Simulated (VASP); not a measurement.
ZnF2, 6 atoms in the cell. It takes space group P4_2/mnm (No. 136, tetragonal). Conventional cell: a = 4.703 Å, b = 4.703 Å, c = 3.127 Å, α = 90.00°, β = 90.00°, γ = 90.00°. Zn (site symmetry mmm) has 6 F at 2.02 to 2.04 Å within 2.7 Å. Within 2.7 Å of F (site symmetry m2m) lie 3 Zn at 2.02 to 2.04 Å and 1 F at 2.62 Å. 

* Program: VASP 6.6.1
* Task: single point
* Functional: r2SCAN
* Potentials or basis: VASP PAW PBE potentials, release 64 (Zn, F)
* Cutoff: 660 eV
* k mesh: 6 × 6 × 8
* Occupations: gaussian, width 0.02 eV
* Spin: no spin polarisation
* Dipole correction: no
* Further INCAR settings: ALGO = Normal; EDIFF = 1e-06; NBANDS = 35

Potentials or basis: VASP PAW PBE potentials, release 64 (Zn, F).

Command:

```sh
$ cat potpaw_PBE.64/Zn/POTCAR potpaw_PBE.64/F/POTCAR > POTCAR
$ cp INCAR.step1 INCAR
$ mpirun -np 1 vasp_std > vasp.out
$ cp INCAR.step2 INCAR
$ mpirun -np 1 vasp_std > vasp.out
```

Hardware: 1 thread of AMD EPYC 9R45 96-Core Processor (Zen 5), with other jobs on the host.

**Question.** Estimate the wall time of this run.

**Answer.** It took 4.4 min on 1 thread of AMD EPYC 9R45 96-Core Processor (Zen 5) (shared host), peak memory 0.27 GiB. Counts: k points 50.
